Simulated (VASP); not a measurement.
# BN (P6_3/mmc) in VASP: single point with PBE

Aim: the single point of BN with PBE.

Program: VASP 6.6.1. These are calculated values, not measurements. Logs are shortened: lines on timing, memory, paths and dates and some standing lists are left out, and cuts for length are marked.

**1. The cell of the first run**

The structure is hexagonal, space group P6_3/mmc (No. 194). The conventional cell has a = 2.498 Å, b = 2.498 Å, c = 6.636 Å, α = 90.00°, β = 90.00°, γ = 120.00°. Within 1.9 Å of B (site symmetry -6m2) lie 3 N at 1.44 Å. Within 1.9 Å of N (site symmetry -6m2) lie 3 B at 1.44 Å.

**2. Single point, PBE**

INCAR reads:

```
PREC     = Accurate       # precision mode
ENCUT    = 520            # plane-wave cutoff, eV
EDIFF    = 1E-6           # SCF threshold, eV
ISMEAR   = 0              # smearing method
SIGMA    = 0.01           # smearing width, eV
LREAL    = False          # projectors in reciprocal space
LASPH    = True           # aspherical terms in the spheres
NELM     = 60             # most SCF steps
ALGO     = Normal         # electronic algorithm
ISIF     = 2              # what is computed and relaxed
LWAVE    = False          # write WAVECAR
LCHARG   = False          # write CHGCAR
GGA      = PE             # functional
NBANDS   = 16             # bands
```

KPOINTS reads:

```
Automatic mesh
0
Gamma
  6 6 2
```

POSCAR reads:

```
BN
1.0
    2.4982400000      0.0000000000      0.0000000000
   -1.2491200000      2.1635400000      0.0000000000
    0.0000000000      0.0000000000      6.6357000000
B N
2 2
Direct
    0.3333333333      0.6666666667      0.2500000000
    0.6666666667      0.3333333333      0.7500000000
    0.3333333333      0.6666666667      0.7500000000
    0.6666666667      0.3333333333      0.2500000000
```

Potentials or basis: VASP PAW PBE potentials, release 64 (B, N).

Started as:

```sh
$ cat potpaw_PBE.64/B/POTCAR potpaw_PBE.64/N/POTCAR > POTCAR
$ mpirun -np 1 vasp_std > vasp.out
```

OUTCAR:

```text
PREC = Accurate
   ENCUT = 520
   EDIFF = 1E-6
   ISMEAR = 0
   LREAL = False
   LASPH = True
   NELM = 60
   ISIF = 2
   GGA = PE

 ion  position               nearest neighbor table
   1  0.333  0.667  0.250-   4 1.44   4 1.44   4 1.44
   2  0.667  0.333  0.750-   3 1.44   3 1.44   3 1.44
   3  0.333  0.667  0.750-   2 1.44   2 1.44   2 1.44
   4  0.667  0.333  0.250-   1 1.44   1 1.44   1 1.44

  LATTYP: Found a hexagonal cell.
 ALAT       =     2.4982400000
 C/A-ratio  =     2.6561499296

  Lattice vectors:

 A1 = (   2.4982400000,   0.0000000000,   0.0000000000)
 A2 = (  -1.2491200000,   2.1635400000,   0.0000000000)
 A3 = (   0.0000000000,   0.0000000000,   6.6357000000)

Analysis of symmetry for initial positions (statically):
=====================================================================
 Subroutine PRICEL returns:
 Original cell was already a primitive cell.

 Routine SETGRP: Setting up the symmetry group for a
 hexagonal supercell.

 Subroutine GETGRP returns: Found 24 space group operations
 (whereof 12 operations were pure point group operations)
 out of a pool of 24 trial point group operations.

The static configuration has the point symmetry D_3d.
 The point group associated with its full space group is D_6h.

Analysis of symmetry for dynamics (positions and initial velocities):
=====================================================================
 Subroutine PRICEL returns:
 Original cell was already a primitive cell.

 Routine SETGRP: Setting up the symmetry group for a
 hexagonal supercell.

 Subroutine GETGRP returns: Found 24 space group operations
 (whereof 12 operations were pure point group operations)
 out of a pool of 24 trial point group operations.

The dynamic configuration has the point symmetry D_3d.
 The point group associated with its full space group is D_6h.

 Subroutine INISYM returns: Found 24 space group operations
 (whereof 12 operations are pure point group operations),
 and found     1 'primitive' translations

----------------------------------------------------------------------------------------

                                     Primitive cell

  volume of cell :      35.8662

  direct lattice vectors                    reciprocal lattice vectors
     2.498240000  0.000000000  0.000000000     0.400281798  0.231102730  0.000000000
    -1.249120000  2.163540000  0.000000000     0.000000000  0.462205460  0.000000000
     0.000000000  0.000000000  6.635700000     0.000000000  0.000000000  0.150700002

  length of vectors
     2.498240000  2.498240602  6.635700000     0.462205571  0.462205460  0.150700002

  position of ions in fractional coordinates (direct lattice)
     0.333333333  0.666666667  0.250000000
     0.666666667  0.333333333  0.750000000
     0.333333333  0.666666667  0.750000000
     0.666666667  0.333333333  0.250000000

  ion indices of the primitive-cell ions
   primitive index   ion index
                 1           1
                 2           2
                 3           3
                 4           4

----------------------------------------------------------------------------------------

 KPOINTS: Automatic mesh

Automatic generation of k-mesh.
 Grid dimensions read from file:
 generate k-points for:    6    6    2

 Generating k-lattice:

  Cartesian coordinates                     Fractional coordinates (reciprocal lattice)
     0.066713633  0.038517122  0.000000000     0.166666667  0.000000000  0.000000000
     0.000000000  0.077034243  0.000000000     0.000000000  0.166666667  0.000000000
     0.000000000  0.000000000  0.075350001     0.000000000  0.000000000  0.500000000

  Length of vectors
     0.077034262  0.077034243  0.075350001

  Shift w.r.t. Gamma in fractional coordinates (k-lattice)
     0.000000000  0.000000000  0.000000000

 Subroutine IBZKPT returns following result:
 ===========================================

 Found     14 irreducible k-points:

 Following reciprocal coordinates:
            Coordinates               Weight
  0.000000  0.000000  0.000000      1.000000
  0.166667 -0.000000  0.000000      6.000000
  0.333333 -0.000000  0.000000      6.000000
  0.500000  0.000000  0.000000      3.000000
  0.166667  0.166667  0.000000      6.000000
  0.333333  0.166667  0.000000     12.000000
  0.333333  0.333333  0.000000      2.000000
  0.000000  0.000000  0.500000      1.000000
  0.166667 -0.000000  0.500000      6.000000
  0.333333 -0.000000  0.500000      6.000000
  0.500000  0.000000  0.500000      3.000000
  0.166667  0.166667  0.500000      6.000000
  0.333333  0.166667  0.500000     12.000000
  0.333333  0.333333  0.500000      2.000000
   k-points           NKPTS =     14   k-points in BZ     NKDIM =     14   number of bands    NBANDS=     16
   number of dos      NEDOS =    301   number of ions     NIONS =      4
   total plane-waves  NPLWV =  20000
   dimension x,y,z NGX =    20 NGY =   20 NGZ =   50
   dimension x,y,z NGXF=    40 NGYF=   40 NGZF=  100
   ions per type =               2   2
   NGX,Y,Z   is equivalent  to a cutoff of  13.31, 13.31, 12.53 a.u.
   NGXF,Y,Z  is equivalent  to a cutoff of  26.62, 26.62, 25.05 a.u.
 SYSTEM =  unknown system
   PREC   = accura    normal or accurate (medium, high low for compatibility)
   ISTART =      0    job   : 0-new  1-cont  2-samecut
   ICHARG =      2    charge: 1-file 2-atom 10-const
   ISPIN  =      1    spin polarized calculation?
   LNONCOLLINEAR =      F non collinear calculations
   LSORBIT =      F    spin-orbit coupling
   LASPH  =      T    aspherical Exc in radial PAW
   ENCUT  =  520.0 eV  38.22 Ry    6.18 a.u.   4.65  4.65 12.34*2*pi/ulx,y,z
   NELM   =     60;   NELMIN=  2; NELMDL= -5     # of ELM steps
   EDIFF  = 0.1E-05   stopping-criterion for ELM
   LREAL  =      F    real-space projection
   EDIFFG = 0.1E-04   stopping-criterion for IOM
   NSW    =      0    number of steps for IOM
   IBRION =     -1    ionic relax: 0-MD 1-quasi-New 2-CG
   NFREE  =      0    steps in history (QN), initial steepest desc. (CG)
   ISIF   =      2    stress and relaxation
   ISYM   =      2    0-nonsym 1-usesym 2-fastsym
   POTIM  = 0.5000    time-step for ionic-motion
   TEBEG  =    0.0;   TEEND  =   0.0 temperature during run
   PSTRESS=    0.0 pullay stress
   NELECT =      16.0000    total number of electrons
   NUPDOWN=      -1.0000    fix difference up-down
   EMIN   =  10.00;   EMAX   =-10.00  energy-range for DOS
   EFERMI =   0.00;   METHOD = LEGACY
   ISMEAR =     0;   SIGMA  =   0.01  broadening in eV -4-tet -1-fermi 0-gaus
   EFERMI_NEDOS =   21; number of points for ismear=-14 and -15
   IALGO  =     38    algorithm
   IMIX   =      4    mixing-type and parameters
     AMIX     =   0.40;   BMIX     =  1.00
     AMIX_MAG =   1.60;   BMIX_MAG =  1.00
  volume/ion in A,a.u.               =       8.97        60.51
  Fermi-wavevector in a.u.,A,eV,Ry     =   1.250891  2.363842 21.289429  1.564729
  Thomas-Fermi vector in A             =   2.384864
   LORBIT       =      0    0 simple, 1 ext, 2 COOP (PROOUT), +10 PAW based schemes
   GGA     = PE    functional components
   LHFCALC =     F    Hartree Fock is set to
   AEXX    =    0.0000 exact exchange contribution
   IVDW    =     0    specifies the selected vdW correction
   LEPSILON=     F    determine dielectric tensor
   LRPA    =     F    only Hartree local field effects (RPA)
 non-spin polarized calculation
 Gauss-broadening in eV      SIGMA  =   0.01
  energy-cutoff  :      520.00
  volume of cell :       35.87
 maximum number of plane-waves:       985
 NGX is ok and might be reduce to    20
   NGX =  9   NGY =  9   NGZ = 25

 number of electron      15.9999997 magnetization

 Free energy of the ion-electron system (eV)
  ---------------------------------------------------
  ext. energy  EPLUGINS =         0.00000000
  ---------------------------------------------------
  free energy    TOTEN  =       -35.14552921 eV

  energy without entropy =      -35.14552921  energy(sigma->0) =      -35.14552921

 E-fermi :   2.4334     XC(G=0): -10.0884

 val. band max:        2.3085232078   @ k =   0.3333   0.3333   0.5000
 cond. band min:       6.5953766266   @ k =   0.5000   0.0000   0.0000
 fundamental gap:      4.2868534188
 Fermi energy:         2.4334179293

 k-point     1 :       0.0000    0.0000    0.0000
  band No.  band energies     occupation
      1     -15.5311      2.00000
      2     -15.2357      2.00000
      3      -3.9417      2.00000
      4      -1.8135      2.00000
      5       0.9869      2.00000
      6       0.9869      2.00000
[... 8 lines left out ...]
     15      14.6589      0.00000
     16      15.4192      0.00000

 k-point     2 :       0.1667   -0.0000    0.0000
  band No.  band energies     occupation
      1     -14.9915      2.00000
      2     -14.7149      2.00000
      3      -3.1978      2.00000
      4      -1.1494      2.00000
      5      -0.9937      2.00000
      6      -0.9541      2.00000
[... 8 lines left out ...]
     15      16.2521      0.00000
     16      16.2596      0.00000

 k-point     3 :       0.3333   -0.0000    0.0000
  band No.  band energies     occupation
      1     -13.5335      2.00000
      2     -13.3219      2.00000
      3      -4.5999      2.00000
      4      -4.5188      2.00000
      5      -1.2852      2.00000
      6      -1.2240      2.00000
[... 8 lines left out ...]
     15      18.1220      0.00000
     16      20.9754      0.00000

 k-point     4 :       0.5000    0.0000    0.0000
  band No.  band energies     occupation
      1     -12.3106      2.00000
      2     -12.2396      2.00000
      3      -6.6194      2.00000
      4      -6.5555      2.00000
      5      -1.8436      2.00000
      6      -1.7789      2.00000
[... 8 lines left out ...]
     15      17.6227      0.00000
     16      21.1374      0.00000
[... 134 lines left out ...]
 k-point    12 :       0.1667    0.1667    0.5000
  band No.  band energies     occupation
      1     -13.8647      2.00000
      2     -13.8647      2.00000
      3      -3.2027      2.00000
      4      -3.2027      2.00000
      5      -1.6041      2.00000
      6      -1.6041      2.00000
[... 8 lines left out ...]
     15      17.3281      0.00000
     16      17.3281      0.00000

 k-point    13 :       0.3333    0.1667    0.5000
  band No.  band energies     occupation
      1     -12.3684      2.00000
      2     -12.3684      2.00000
      3      -5.7629      2.00000
      4      -5.7629      2.00000
      5      -2.9937      2.00000
      6      -2.9937      2.00000
[... 8 lines left out ...]
     15      18.5315      0.00000
     16      18.5315      0.00000

 k-point    14 :       0.3333    0.3333    0.5000
  band No.  band energies     occupation
      1     -11.6856      2.00000
      2     -11.6856      2.00000
      3      -5.6215      2.00000
      4      -5.6215      2.00000
      5      -4.8494      2.00000
      6      -4.8494      2.00000
[... 8 lines left out ...]
     15      19.9927      0.00000
     16      19.9930      0.00000

------------------------ aborting loop because EDIFF is reached ----------------------------------------

  FORCE on cell =-STRESS in cart. coord.  units (eV):
  Direction    XX          YY          ZZ          XY          YZ          ZX
  --------------------------------------------------------------------------------------
  -------------------------------------------------------------------------------------
  Total        1.4032804      1.4032813      0.6515158      0.0000000      0.0000000      0.0000000
  in kB       62.6858059     62.6858462     29.1037997      0.0000000      0.0000000      0.0000000
  external PRESSURE =      51.4918172 kB  Pullay stress =       0.0000000 kB

 VOLUME and BASIS-vectors are now :
 -----------------------------------------------------------------------------
  energy-cutoff  :      520.00
  volume of cell :       35.87
      direct lattice vectors                 reciprocal lattice vectors
     2.498240000  0.000000000  0.000000000     0.400281798  0.231102730  0.000000000
    -1.249120000  2.163540000  0.000000000     0.000000000  0.462205460  0.000000000
     0.000000000  0.000000000  6.635700000     0.000000000  0.000000000  0.150700002

 POSITION                                       TOTAL-FORCE (eV/Angst)
 -----------------------------------------------------------------------------------
     -0.00000      1.44236      1.65892        -0.000000      0.000000      0.000000
      1.24912      0.72118      4.97677         0.000000     -0.000000      0.000000
     -0.00000      1.44236      4.97677        -0.000000      0.000000     -0.000000
      1.24912      0.72118      1.65892         0.000000     -0.000000      0.000000
 -----------------------------------------------------------------------------------
    total drift:                               -0.000000      0.000000      0.000000

  FREE ENERGIE OF THE ION-ELECTRON SYSTEM (eV)
  ---------------------------------------------------
  free  energy   TOTEN  =       -35.1455292091 eV

  energy  without entropy=      -35.1455292091  energy(sigma->0) =      -35.14552921
```

It took 15 s on 1 thread of Intel Xeon 8259CL, shared host; peak memory 0.15 GiB.

Results:

```
Free energy            : -35.1455 eV
Pressure               : 5.1 GPa
Band gap on the k mesh : 4.29 eV, indirect (least direct gap 4.66 eV)
```

Levels at points of the mesh, in eV from the valence-band top:
```
           k point  band 4  band 5  band 6  band 7  band 8  band 9  band 10  band 11  band 12  band 13
(0.00, 0.00, 0.00)   -4.12   -1.32   -1.32   -1.28   -1.28    5.27    10.35    11.61    11.61    11.73
(0.50, 0.00, 0.00)   -8.86   -4.15   -4.09   -1.45   -0.43    4.29     5.66     9.60    10.03    12.75
(0.00, 0.00, 0.50)   -5.31   -1.30   -1.30   -1.30   -1.30    7.64     7.64    11.67    11.67    11.67
(0.50, 0.00, 0.50)   -8.90   -4.12   -4.12   -0.92   -0.92    4.75     4.75     9.99     9.99    13.64
```

Caveat: the k points lie up to 0.48 Å⁻¹ apart; this functional lacks dispersion, which binds the layers, so the pressure and a relaxed spacing across them are unreliable. A k mesh can miss the band edges.
